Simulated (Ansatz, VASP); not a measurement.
## Al4Fe3Co: VASP beside Ansatz

INCAR

```
SYSTEM = Al4Fe3Co
PREC = Accurate ; ENCUT = 520
EDIFF = 1E-7 ; ISMEAR = 0
SIGMA = 0.2 ; LREAL = .FALSE.
LASPH = .TRUE. ; NELM = 150
ALGO = Fast ; ISIF = 2
LWAVE = .FALSE. ; LCHARG = .TRUE.
ISPIN = 2 ; MAGMOM = 0 0 0 0 -0.11 0.7 0.82 0.7
LORBIT = 11 ; LMAXMIX = 4
GGA = PE ; LELF = .TRUE.
LVHAR = .TRUE. ; NBANDS = 36
```

KPOINTS

```
regular mesh
0
G
  8 8 2
  0 0 0
```

The input POSCAR:

```
Al4Fe3Co
1.0
    2.8665403000      0.0000000000      0.0000000000
    0.0000000000      2.8665403000      0.0000000000
    0.0000000000      0.0000000000     11.4852112000
Al Co Fe
4 1 3
Direct
    0.0000000000      0.0000000000      0.6251690000
    0.0000000000      0.0000000000      0.3748310000
    0.0000000000      0.0000000000      0.1254700000
    0.0000000000      0.0000000000      0.8745300000
    0.5000000000      0.5000000000      0.5000000000
    0.5000000000      0.5000000000      0.2499230000
    0.5000000000      0.5000000000      0.0000000000
    0.5000000000      0.5000000000      0.7500770000
```

Input for Ansatz:

```yaml
crystal:
  lattice:
    - [2.8665403, 0.0, 0.0]
    - [0.0, 2.8665403, 0.0]
    - [0.0, 0.0, 11.4852112]
  atoms:
    - { symbol: Al, position: [0.0, 0.0, 0.625169] }
    - { symbol: Al, position: [0.0, 0.0, 0.374831] }
    - { symbol: Al, position: [0.0, 0.0, 0.12547] }
    - { symbol: Al, position: [0.0, 0.0, 0.87453] }
    - { symbol: Co, position: [0.5, 0.5, 0.5], spin: -0.11 }
    - { symbol: Fe, position: [0.5, 0.5, 0.249923], spin: 0.7 }
    - { symbol: Fe, position: [0.5, 0.5, 0.0], spin: 0.82 }
    - { symbol: Fe, position: [0.5, 0.5, 0.750077], spin: 0.7 }
basis:
  ecutwfc: 420
kpoints:
  mp_grid: { grid: [8, 8, 2] }
hamiltonian:
  xc: pbe
scf:
  occupations: { method: gaussian, width: 0.2 }
  lower_state_search: "off"
output:
  forces: true
  stress: true
  eigenvalues: true
  populations: true
magnetization:
  spin_polarized: true
```

Alike in both runs: task single point; functional PBE; k mesh 8 × 8 × 2; occupations gaussian, width 0.2 eV; collinear spin.

|  | VASP | Ansatz |
| --- | --- | --- |
| version | VASP 6.6.1 | Ansatz 0.2.0 |
| potentials or method | VASP PAW PBE potentials, release 64 (Al, Co, Fe), cutoff 520 eV | scalar-relativistic, plane waves, PAW |
| valence electrons in the cell | 45 | 77 |

```csv
,VASP,Ansatz,Ansatz less VASP
gap on the k mesh at the Fermi level (eV),none,none,-
pressure (GPa),0.2,0.2,+0.04
"traceless stress, the component that is largest in VASP (GPa)",0.12,0.14,+0.013
rms of the force components (eV/Å),0.013,0.013,+0.0001
net moment per atom (μB),0.25,0.25,+0.001
size of the moment on the site where the two differ most (μB),0.83,0.82,-0.009
```

Site moments also hang on the region over which each program counts them. Atom by atom the forces differ by 0.001 eV/Å (rms over components). A gap of «none» marks a metal or a gap that the smearing closes. With one functional, cell and mesh, what is left measures potentials, basis and numerics. VASP's potentials hold 45 valence electrons a cell and Ansatz's 77, so a difference there can come from the potentials and not from the codes.
